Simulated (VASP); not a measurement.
# KTaO3 (Pm-3m) in VASP: a series of runs, part 2 of 3

VASP 6.6.1. The steps go on from the part before.

## Step 4: Single point, r2SCAN+D4

This run uses another cell than the first one, of 12.43 Å³/atom.

File POSCAR:

```
KTaO3
1.0
    3.9615320794      0.0000000000      0.0000000000
    0.0000000000      3.9615320794      0.0000000000
    0.0000000000      0.0000000000      3.9615320794
Ta K O
1 1 3
Direct
    0.0000000000      0.0000000000      0.0000000000
    0.5000000000      0.5000000000      0.5000000000
    0.0000000000      0.0000000000      0.5000000000
    0.0000000000      0.5000000000      0.0000000000
    0.5000000000      0.0000000000      0.0000000000
```

File INCAR.step1:

```
ALGO = Normal
EDIFF = 1E-4
ENCUT = 520
GGA = PE
ISMEAR = -1
LASPH = T
LCHARG = F
LREAL = F
LWAVE = T
NBANDS = 27
NELM = 100
PREC = Accurate
SIGMA = 0.05
```

File INCAR.step2:

```
ALGO = Normal
EDIFF = 1E-7
ENCUT = 520
ISIF = 2
ISMEAR = -1
ISTART = 1
IVDW = 13
LASPH = T
LCHARG = F
LMIXTAU = T
LREAL = F
LWAVE = F
METAGGA = R2SCAN
NBANDS = 27
NELM = 100
PREC = Accurate
SIGMA = 0.05
VDW_A1 = 0.51559235
VDW_A2 = 5.77342911
VDW_S6 = 1.0
VDW_S8 = 0.6018749
```

File KPOINTS:

```
k-points
0
Gamma
  7 7 7
```

Potentials or basis: VASP PAW PBE potentials, release 64 (Ta_pv, K_sv, O).

The run is started by

```
cat potpaw_PBE.64/Ta_pv/POTCAR potpaw_PBE.64/K_sv/POTCAR potpaw_PBE.64/O/POTCAR > POTCAR
cp INCAR.step1 INCAR
mpirun -np 1 vasp_std > vasp.out
cp INCAR.step2 INCAR
mpirun -np 1 vasp_std > vasp.out
```

OUTCAR:

```text
EDIFF = 1E-7
   ENCUT = 520
   ISIF = 2
   ISMEAR = -1
   ISTART = 1
   IVDW = 13
   LASPH = T
   LREAL = F
   METAGGA = R2SCAN
   NELM = 100
   PREC = Accurate

 ion  position               nearest neighbor table
   1  0.000  0.000  0.000-   3 1.98   4 1.98   5 1.98   3 1.98   4 1.98   5 1.98   2 3.43   2 3.43
                             2 3.43   2 3.43   2 3.43   2 3.43   2 3.43   2 3.43
   2  0.500  0.500  0.500-   3 2.80   4 2.80   5 2.80   4 2.80   5 2.80   3 2.80   5 2.80   5 2.80
                             3 2.80   4 2.80   4 2.80   3 2.80   1 3.43   1 3.43   1 3.43   1 3.43
   3  0.000  0.000  0.500-   1 1.98   1 1.98   2 2.80   2 2.80   2 2.80   2 2.80
   4  0.000  0.500  0.000-   1 1.98   1 1.98   2 2.80   2 2.80   2 2.80   2 2.80
   5  0.500  0.000  0.000-   1 1.98   1 1.98   2 2.80   2 2.80   2 2.80   2 2.80

  LATTYP: Found a simple cubic cell.
 ALAT       =     3.9615320794

  Lattice vectors:

 A1 = (   3.9615320794,   0.0000000000,   0.0000000000)
 A2 = (   0.0000000000,   3.9615320794,   0.0000000000)
 A3 = (   0.0000000000,   0.0000000000,   3.9615320794)

Analysis of symmetry for initial positions (statically):
=====================================================================
 Subroutine PRICEL returns:
 Original cell was already a primitive cell.

 Routine SETGRP: Setting up the symmetry group for a
 simple cubic supercell.

 Subroutine GETGRP returns: Found 48 space group operations
 (whereof 48 operations were pure point group operations)
 out of a pool of 48 trial point group operations.

The static configuration has the point symmetry O_h .

Analysis of symmetry for dynamics (positions and initial velocities):
=====================================================================
 Subroutine PRICEL returns:
 Original cell was already a primitive cell.

 Routine SETGRP: Setting up the symmetry group for a
 simple cubic supercell.

 Subroutine GETGRP returns: Found 48 space group operations
 (whereof 48 operations were pure point group operations)
 out of a pool of 48 trial point group operations.

The dynamic configuration has the point symmetry O_h .

 Subroutine INISYM returns: Found 48 space group operations
 (whereof 48 operations are pure point group operations),
 and found     1 'primitive' translations

----------------------------------------------------------------------------------------

                                     Primitive cell

  volume of cell :      62.1712

  direct lattice vectors                    reciprocal lattice vectors
     3.961532079  0.000000000  0.000000000     0.252427591  0.000000000  0.000000000
     0.000000000  3.961532079  0.000000000     0.000000000  0.252427591  0.000000000
     0.000000000  0.000000000  3.961532079     0.000000000  0.000000000  0.252427591

  length of vectors
     3.961532079  3.961532079  3.961532079     0.252427591  0.252427591  0.252427591

  position of ions in fractional coordinates (direct lattice)
     0.000000000  0.000000000  0.000000000
     0.500000000  0.500000000  0.500000000
     0.000000000  0.000000000  0.500000000
     0.000000000  0.500000000  0.000000000
     0.500000000  0.000000000  0.000000000

  ion indices of the primitive-cell ions
   primitive index   ion index
                 1           1
[... 30 lines left out ...]

 Following reciprocal coordinates:
            Coordinates               Weight
  0.000000  0.000000  0.000000      1.000000
  0.142857  0.000000  0.000000      6.000000
  0.285714  0.000000  0.000000      6.000000
  0.428571  0.000000  0.000000      6.000000
  0.142857  0.142857  0.000000     12.000000
  0.285714  0.142857  0.000000     24.000000
[... 12 lines left out ...]
  0.428571  0.428571  0.285714     24.000000
  0.428571  0.428571  0.428571      8.000000
   k-points           NKPTS =     20   k-points in BZ     NKDIM =     20   number of bands    NBANDS=     27
   number of dos      NEDOS =    301   number of ions     NIONS =      5
   total plane-waves  NPLWV =  27000
   dimension x,y,z NGX =    30 NGY =   30 NGZ =   30
   dimension x,y,z NGXF=    60 NGYF=   60 NGZF=   60
   ions per type =               1   1   3
   NGX,Y,Z   is equivalent  to a cutoff of  12.59, 12.59, 12.59 a.u.
   NGXF,Y,Z  is equivalent  to a cutoff of  25.18, 25.18, 25.18 a.u.
 SYSTEM =  unknown system
   PREC   = accura    normal or accurate (medium, high low for compatibility)
   ISTART =      1    job   : 0-new  1-cont  2-samecut
   ICHARG =      0    charge: 1-file 2-atom 10-const
   ISPIN  =      1    spin polarized calculation?
   LNONCOLLINEAR =      F non collinear calculations
   LSORBIT =      F    spin-orbit coupling
   LASPH  =      T    aspherical Exc in radial PAW
   ENCUT  =  520.0 eV  38.22 Ry    6.18 a.u.   7.37  7.37  7.37*2*pi/ulx,y,z
   NELM   =    100;   NELMIN=  2; NELMDL=  0     # of ELM steps
   EDIFF  = 0.1E-06   stopping-criterion for ELM
   LREAL  =      F    real-space projection
   EDIFFG = 0.1E-05   stopping-criterion for IOM
   NSW    =      0    number of steps for IOM
   IBRION =     -1    ionic relax: 0-MD 1-quasi-New 2-CG
   NFREE  =      0    steps in history (QN), initial steepest desc. (CG)
   ISIF   =      2    stress and relaxation
   ISYM   =      2    0-nonsym 1-usesym 2-fastsym
   POTIM  = 0.5000    time-step for ionic-motion
   TEBEG  =    0.0;   TEEND  =   0.0 temperature during run
   PSTRESS=    0.0 pullay stress
   NELECT =      38.0000    total number of electrons
   NUPDOWN=      -1.0000    fix difference up-down
   EMIN   =  10.00;   EMAX   =-10.00  energy-range for DOS
   EFERMI =   0.00;   METHOD = LEGACY
   ISMEAR =    -1;   SIGMA  =   0.05  broadening in eV -4-tet -1-fermi 0-gaus
   EFERMI_NEDOS =   21; number of points for ismear=-14 and -15
   IALGO  =     38    algorithm
   IMIX   =      4    mixing-type and parameters
     AMIX     =   0.40;   BMIX     =  1.00
     AMIX_MAG =   1.60;   BMIX_MAG =  1.00
  volume/ion in A,a.u.               =      12.43        83.91
  Fermi-wavevector in a.u.,A,eV,Ry     =   1.389332  2.625458 26.262574  1.930245
  Thomas-Fermi vector in A             =   2.513373
   LORBIT       =      0    0 simple, 1 ext, 2 COOP (PROOUT), +10 PAW based schemes
   METAGGA = R2SCAN    functional components
   LHFCALC =     F    Hartree Fock is set to
   AEXX    =    0.0000 exact exchange contribution
   IVDW    =    13    specifies the selected vdW correction
   LEPSILON=     F    determine dielectric tensor
   LRPA    =     F    only Hartree local field effects (RPA)
 non-spin polarized calculation
  energy-cutoff  :      520.00
  volume of cell :       62.17
 maximum number of plane-waves:      1743
 NGX is ok and might be reduce to    30
   NGX = 15   NGY = 15   NGZ = 15

 number of electron      37.9999980 magnetization

 Free energy of the ion-electron system (eV)
  ---------------------------------------------------
  ext. energy  EPLUGINS =         0.00000000
  ---------------------------------------------------
  free energy    TOTEN  =       -87.13342886 eV

  energy without entropy =      -87.13342886  energy(sigma->0) =      -87.13342886

 E-fermi :   2.6733     XC(G=0): -11.6721

 val. band max:        1.4964778050   @ k =   0.4286   0.4286   0.4286
 cond. band min:       4.2086073804   @ k =   0.0000   0.0000   0.0000
 fundamental gap:      2.7121295753
 Fermi energy:         2.6732518392

 k-point     1 :       0.0000    0.0000    0.0000
  band No.  band energies     occupation
      1     -33.6209      2.00000
      2     -33.6209      2.00000
      3     -33.6209      2.00000
      4     -26.8758      2.00000
      5     -17.0675      2.00000
      6     -16.3955      2.00000
[... 589 lines left out ...]
     26      12.8003      0.00000
     27      13.7776      0.00000

------------------------ aborting loop because EDIFF is reached ----------------------------------------

  DFT-D4 for vdW energy calculation

  Edisp (eV):   -0.30777

  FORCE on cell =-STRESS in cart. coord.  units (eV):
  Direction    XX          YY          ZZ          XY          YZ          ZX
  --------------------------------------------------------------------------------------
  -------------------------------------------------------------------------------------
  Total       1.92010     1.92010     1.92010     0.00000    -0.00000     0.00000
  in kB      49.48178    49.48178    49.48178     0.00000    -0.00000     0.00000
  external pressure =       49.48 kB  Pullay stress =        0.00 kB

 VOLUME and BASIS-vectors are now :
 -----------------------------------------------------------------------------
  energy-cutoff  :      520.00
  volume of cell :       62.17
      direct lattice vectors                 reciprocal lattice vectors
     3.961532079  0.000000000  0.000000000     0.252427591  0.000000000  0.000000000
     0.000000000  3.961532079  0.000000000     0.000000000  0.252427591  0.000000000
     0.000000000  0.000000000  3.961532079     0.000000000  0.000000000  0.252427591

 POSITION                                       TOTAL-FORCE (eV/Angst)
 -----------------------------------------------------------------------------------
      0.00000      0.00000      0.00000         0.000000      0.000000      0.000000
      1.98077      1.98077      1.98077         0.000000      0.000000      0.000000
      0.00000      0.00000      1.98077         0.000000      0.000000      0.000000
      0.00000      1.98077      0.00000         0.000000      0.000000      0.000000
      1.98077      0.00000      0.00000         0.000000      0.000000      0.000000
 -----------------------------------------------------------------------------------
    total drift:                                0.000000     -0.000000      0.000000

  FREE ENERGIE OF THE ION-ELECTRON SYSTEM (eV)
  ---------------------------------------------------
  free  energy   TOTEN  =       -87.4411984719 eV

  energy  without entropy=      -87.4411984719  energy(sigma->0) =      -87.44119847
```

It took 4.3 min on 1 thread of Intel Xeon 8259CL, shared host; peak memory 0.19 GiB.

Results:

| Item | Value |
| --- | --- |
| Free energy | -87.4412 eV |
| Pressure | 4.9 GPa |
| Band gap on the k mesh | 2.71 eV (least direct gap 3.29 eV) |
| Dispersion energy per atom | -0.062 eV |

Caveat: the cell stands under pressure; the PAW data sets were made with another functional, which shifts forces and pressure a little; spin-orbit coupling is left out, which moves the levels of the heavy elements; an odd mesh through Γ misses points on the zone boundary, where band edges can lie.

## Step 5: Single point, r2SCAN+D4

This run uses another cell than the first one, of 12.69 Å³/atom.

Changes to POSCAR since step 4:

```diff
@@ -2,5 +2,5 @@
 1.0
-    3.9615320794      0.0000000000      0.0000000000
-    0.0000000000      3.9615320794      0.0000000000
-    0.0000000000      0.0000000000      3.9615320794
+    3.9883000000      0.0000000000      0.0000000000
+    0.0000000000      3.9883000000      0.0000000000
+    0.0000000000      0.0000000000      3.9883000000
 Ta K O
```

File INCAR.step1:

```
SYSTEM = KTaO3
  PREC = Accurate
  ENCUT = 520
  ISMEAR = -1
  SIGMA = 0.05
  LREAL = .FALSE.
  LASPH = .TRUE.
  NELM = 60
  NBANDS = 27
  GGA = PE
  ALGO = Normal
  EDIFF = 1E-4
  LWAVE = .TRUE.
  LCHARG = .FALSE.
```

File INCAR.step2:

```
SYSTEM = KTaO3
  PREC = Accurate
  ENCUT = 520
  EDIFF = 1E-6
  ISMEAR = -1
  SIGMA = 0.05
  LREAL = .FALSE.
  LASPH = .TRUE.
  NELM = 60
  ALGO = Normal
  ISIF = 2
  LWAVE = .FALSE.
  LCHARG = .FALSE.
  METAGGA = R2SCAN
  LMIXTAU = .TRUE.
  IVDW = 13
  VDW_S6 = 1.0
  VDW_S8 = 0.6018749
  VDW_A1 = 0.51559235
  VDW_A2 = 5.77342911
  NBANDS = 27
  ISTART = 1
```

File KPOINTS:

```
regular mesh
0
G
  7 7 7
  0 0 0
```

The run is started by

```
cat potpaw_PBE.64/Ta_pv/POTCAR potpaw_PBE.64/K_sv/POTCAR potpaw_PBE.64/O/POTCAR > POTCAR
cp INCAR.step1 INCAR
mpirun -np 1 vasp_std > vasp.out
cp INCAR.step2 INCAR
mpirun -np 1 vasp_std > vasp.out
```

It took 4 min on 1 thread of Intel Xeon 8259CL, shared host; peak memory 0.19 GiB.

It converged, with:

```yaml
Free_energy: -87.4640 eV
Pressure: 0.4 GPa
Band_gap_on_the_k_mesh: 2.66 eV (least direct gap 3.25 eV)
Dispersion_energy_per_atom: -0.060 eV
```

Levels at points of the mesh, in eV from the valence-band top:
| k point | band 16 | band 17 | band 18 | band 19 | band 20 | band 21 | band 22 | band 23 |
| --- | --- | --- | --- | --- | --- | --- | --- | --- |
| (0.00, 0.00, 0.00) | -1.03 | -0.59 | -0.59 | -0.59 | 2.66 | 2.66 | 2.66 | 7.13 |

Caveat: the PAW data sets were made with another functional, which shifts forces and pressure a little; spin-orbit coupling is left out, which moves the levels of the heavy elements; an odd mesh through Γ misses points on the zone boundary, where band edges can lie. r2SCAN opens gaps a little over a GGA but as a rule still falls short of measured ones.

(Continued in part 3 of 3.)
